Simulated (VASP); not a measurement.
# Ru (P6_3/mmc) in VASP: vibrations by perturbation theory with PBE

Aim: the vibrations by perturbation theory of Ru with PBE.

Program: VASP 6.6.1. These are calculated values, not measurements. Logs are shortened: lines on timing, memory, paths and dates and some standing lists are left out, and cuts for length are marked.

**1. The cell of the first run**

It takes space group P6_3/mmc (No. 194, hexagonal). The conventional cell has a = 2.706 Å, b = 2.706 Å, c = 4.282 Å, α = 90.00°, β = 90.00°, γ = 120.00°. Within 3.5 Å of Ru (site symmetry -6m2) lie 12 Ru at 2.65 to 2.71 Å.

**2. Vibrations by perturbation theory, PBE**

Contents of INCAR:

```
PREC = Accurate
ENCUT = 520
EDIFF = 1E-8
ISMEAR = -1
SIGMA = 0.15
LREAL = F
LASPH = T
NELM = 80
ALGO = Normal
ISIF = 2
LWAVE = F
LCHARG = T
GGA = PE
IBRION = 8
NSW = 1
```

Contents of KPOINTS:

```
regular mesh
0
Gamma
  18 18 10
```

Contents of POSCAR:

```
Ru
1.0
    2.7058000000      0.0000000000      0.0000000000
   -1.3529000000      2.3432915376      0.0000000000
    0.0000000000      0.0000000000      4.2819000000
Ru
2
Direct
    0.3333333333      0.6666666667      0.2500000000
    0.6666666667      0.3333333333      0.7500000000
```

Potentials or basis: VASP PAW PBE potentials, release 64 (Ru_pv).

The run is started by

```bash
$ cat potpaw_PBE.64/Ru_pv/POTCAR > POTCAR
$ mpirun -np 1 vasp_std > vasp.out
```

OUTCAR:

```text
PREC = Accurate
   ENCUT = 520
   EDIFF = 1E-8
   ISMEAR = -1
   LREAL = F
   LASPH = T
   NELM = 80
   ISIF = 2
   GGA = PE
   IBRION = 8
   NSW = 1

 ion  position               nearest neighbor table
   1  0.333  0.667  0.250-   2 2.65   2 2.65   2 2.65   2 2.65   2 2.65   2 2.65
   2  0.667  0.333  0.750-   1 2.65   1 2.65   1 2.65   1 2.65   1 2.65   1 2.65

  LATTYP: Found a hexagonal cell.
 ALAT       =     2.7058000000
 C/A-ratio  =     1.5824894671

  Lattice vectors:

 A1 = (   2.7058000000,   0.0000000000,   0.0000000000)
 A2 = (  -1.3529000000,   2.3432915376,   0.0000000000)
 A3 = (   0.0000000000,   0.0000000000,   4.2819000000)

Analysis of symmetry for initial positions (statically):
=====================================================================
 Subroutine PRICEL returns:
 Original cell was already a primitive cell.

 Routine SETGRP: Setting up the symmetry group for a
 hexagonal supercell.

 Subroutine GETGRP returns: Found 24 space group operations
 (whereof 12 operations were pure point group operations)
 out of a pool of 24 trial point group operations.

The static configuration has the point symmetry D_3d.
 The point group associated with its full space group is D_6h.

Analysis of symmetry for dynamics (positions and initial velocities):
=====================================================================
 Subroutine PRICEL returns:
 Original cell was already a primitive cell.

 Routine SETGRP: Setting up the symmetry group for a
 hexagonal supercell.

 Subroutine GETGRP returns: Found 24 space group operations
 (whereof 12 operations were pure point group operations)
 out of a pool of 24 trial point group operations.

The dynamic configuration has the point symmetry D_3d.
 The point group associated with its full space group is D_6h.

 Subroutine INISYM returns: Found 24 space group operations
 (whereof 12 operations are pure point group operations),
 and found     1 'primitive' translations

----------------------------------------------------------------------------------------

                                     Primitive cell

  volume of cell :      27.1493

  direct lattice vectors                    reciprocal lattice vectors
     2.705800000  0.000000000  0.000000000     0.369576465  0.213375072  0.000000000
    -1.352900000  2.343291538  0.000000000     0.000000000  0.426750144  0.000000000
     0.000000000  0.000000000  4.281900000     0.000000000  0.000000000  0.233541185

  length of vectors
     2.705800000  2.705800000  4.281900000     0.426750144  0.426750144  0.233541185

  position of ions in fractional coordinates (direct lattice)
     0.333333333  0.666666667  0.250000000
     0.666666667  0.333333333  0.750000000

  ion indices of the primitive-cell ions
   primitive index   ion index
                 1           1
                 2           2

----------------------------------------------------------------------------------------

 KPOINTS: regular mesh

Automatic generation of k-mesh.
 Grid dimensions read from file:
 generate k-points for:   18   18   10

 Generating k-lattice:

  Cartesian coordinates                     Fractional coordinates (reciprocal lattice)
     0.020532026  0.011854171  0.000000000     0.055555556  0.000000000  0.000000000
     0.000000000  0.023708341  0.000000000     0.000000000  0.055555556  0.000000000
     0.000000000  0.000000000  0.023354118     0.000000000  0.000000000  0.100000000

  Length of vectors
     0.023708341  0.023708341  0.023354118

  Shift w.r.t. Gamma in fractional coordinates (k-lattice)
[... 81 lines left out ...]
   LEPSILON=     F    determine dielectric tensor
   LRPA    =     F    only Hartree local field effects (RPA)
 non-spin polarized calculation
  energy-cutoff  :      520.00
  volume of cell :       27.15
 maximum number of plane-waves:       752
 NGX is ok and might be reduce to    20
   NGX =  9   NGY =  9   NGZ = 15

--------------------------------------- Ionic step        1  -------------------------------------------

 number of electron      28.0000008 magnetization

 Free energy of the ion-electron system (eV)
  ---------------------------------------------------
  ext. energy  EPLUGINS =         0.00000000
  ---------------------------------------------------
  free energy    TOTEN  =       -18.52452828 eV

  energy without entropy =      -18.39940404  energy(sigma->0) =      -18.46196616

 E-fermi :  12.8573     XC(G=0): -14.1203

 val. band max:       12.8489733855   @ k =   0.4444   0.1111   0.5000
 cond. band min:      12.8640220526   @ k =   0.1111   0.0556   0.4000
 fundamental gap:      0.0150486671
 Fermi energy:        12.8573225019

 k-point     1 :       0.0000    0.0000    0.0000
  band No.  band energies     occupation
      1     -30.8018      2.00000
      2     -29.8671      2.00000
      3     -29.8671      2.00000
      4     -29.6969      2.00000
      5     -29.6969      2.00000
      6     -29.6576      2.00000
[... 481 lines left out ...]
      5     -29.9474      2.00000
      6     -29.8702      2.00000
[... 10 lines left out ...]
     17      16.6022      0.00000
     18      20.2556      0.00000

 [... further k-points ...]

------------------------ aborting loop because EDIFF is reached ----------------------------------------

  FORCE on cell =-STRESS in cart. coord.  units (eV):
  Direction    XX          YY          ZZ          XY          YZ          ZX
  --------------------------------------------------------------------------------------
  -------------------------------------------------------------------------------------
  Total        0.8789671      0.8789671      0.7430796      0.0000000      0.0000000      0.0000000
  in kB       51.8710067     51.8710067     43.8517933      0.0000000      0.0000000      0.0000000
  external PRESSURE =      49.1979356 kB  Pullay stress =       0.0000000 kB

 VOLUME and BASIS-vectors are now :
 -----------------------------------------------------------------------------
  energy-cutoff  :      520.00
  volume of cell :       27.15
      direct lattice vectors                 reciprocal lattice vectors
     2.705800000  0.000000000  0.000000000     0.369576465  0.213375072  0.000000000
    -1.352900000  2.343291538  0.000000000     0.000000000  0.426750144  0.000000000
     0.000000000  0.000000000  4.281900000     0.000000000  0.000000000  0.233541185

 POSITION                                       TOTAL-FORCE (eV/Angst)
 -----------------------------------------------------------------------------------
     -0.00000      1.56219      1.07048         0.000000     -0.000000      0.000000
      1.35290      0.78110      3.21143         0.000000      0.000000      0.000000
 -----------------------------------------------------------------------------------
    total drift:                               -0.000000      0.000000     -0.000000

  FREE ENERGIE OF THE ION-ELECTRON SYSTEM (eV)
  ---------------------------------------------------
  free  energy   TOTEN  =       -18.5245282757 eV

  energy  without entropy=      -18.3994040395  energy(sigma->0) =      -18.46196616

[... ionic steps 2 to 3 ...]

--------------------------------------- Ionic step        4  -------------------------------------------

------------------------ aborting loop because EDIFF is reached ----------------------------------------

[... ionic steps 5 to 5 ...]

--------------------------------------- Ionic step        6  -------------------------------------------

 Free energy of the ion-electron system (eV)
  ---------------------------------------------------
  ---------------------------------------------------
  free energy    TOTEN  =        -0.74110882 eV

  energy without entropy =       -0.74110882

------------------------ aborting loop because EDIFF is reached ----------------------------------------

 INTERNAL STRAIN TENSOR  FOR ION    1  DIRECTION 3   (eV/Angst):
 -----------------------------------------------------------------------------
    -0.05969  0.00000  0.00000
     0.00000 -0.05969  0.00000
     0.00000  0.00000  0.12601

 INTERNAL STRAIN TENSOR FOR ION    2 for displacements in x,y,z  (eV/Angst):
          X           Y           Z          XY          YZ          ZX
  --------------------------------------------------------------------------------
  x     0.00000     0.00000     0.00000     2.90220     0.00000     0.00000
  y     2.90220    -2.90220     0.00000     0.00000     0.00000     0.00000
  z    -0.00000    -0.00000     0.00000     0.00000     0.00000    -0.00000

 SECOND DERIVATIVES (NOT SYMMETRIZED)
 ------------------------------------
               1X          1Y          1Z          2X          2Y          2Z
  1X    -7.035394    0.000000    0.000000    7.035394    0.000000    0.000000
  1Y     0.000000   -7.035394    0.000000    0.000000    7.035394    0.000000
  1Z     0.000000    0.000000  -12.314455    0.000000   -0.000000   12.314455
  2X     7.035394    0.000000    0.000000   -7.035394    0.000000    0.000000
  2Y     0.000000    7.035394    0.000000    0.000000   -7.035394    0.000000
  2Z     0.000000   -0.000000   12.314455    0.000000    0.000000  -12.314455

 Eigenvectors and eigenvalues of the dynamical matrix
 ----------------------------------------------------

   1 f  =    7.717243 THz    48.488870 2PiTHz  257.419530 cm-1    31.915940 meV
             X         Y         Z           dx          dy          dz
     -0.000000  1.562194  1.070475     0.000000   -0.000000   -0.707107
      1.352900  0.781097  3.211425    -0.000000    0.000000    0.707107
[... 16 lines left out ...]
   5 f  =    0.000000 THz     0.000000 2PiTHz    0.000002 cm-1     0.000000 meV
             X         Y         Z           dx          dy          dz
     -0.000000  1.562194  1.070475     0.235462    0.073403   -0.662699
      1.352900  0.781097  3.211425     0.235462    0.073403   -0.662699

   6 f/i=    0.000000 THz     0.000000 2PiTHz    0.000001 cm-1     0.000000 meV
             X         Y         Z           dx          dy          dz
     -0.000000  1.562194  1.070475     0.374843    0.566654    0.195949
      1.352900  0.781097  3.211425     0.374843    0.566654    0.195949

--------------------------------------------------------------------------------------------------------

 ELASTIC MODULI CONTR FROM IONIC RELAXATION (kBar)
 Direction    XX          YY          ZZ          XY          YZ          ZX
 --------------------------------------------------------------------------------
 XX         -70.6511     70.6511     -0.0000     -0.0000      0.0000      0.0000
 YY          70.6511    -70.6511      0.0000     -0.0000      0.0000     -0.0000
 ZZ          -0.0000      0.0000     -0.0000      0.0000      0.0000      0.0000
 XY          -0.0000     -0.0000      0.0000    -70.6511      0.0000      0.0000
 YZ           0.0000      0.0000      0.0000      0.0000      0.0000      0.0000
 ZX           0.0000     -0.0000      0.0000      0.0000      0.0000     -0.0000
 --------------------------------------------------------------------------------
```

It took 14 min on 1 thread of Oxide Virtual Turin-like, shared host; peak memory 0.87 GiB.

Results:

- Highest phonon frequency at Γ: 257 cm⁻¹

Phonon frequencies in cm⁻¹ (negative: imaginary):
```tsv
q point	frequencies
(0.000, 0.000, 0.000)	0 0 0 195 195 257
```

Caveat: the cell stands under pressure or tension, which shifts response properties.
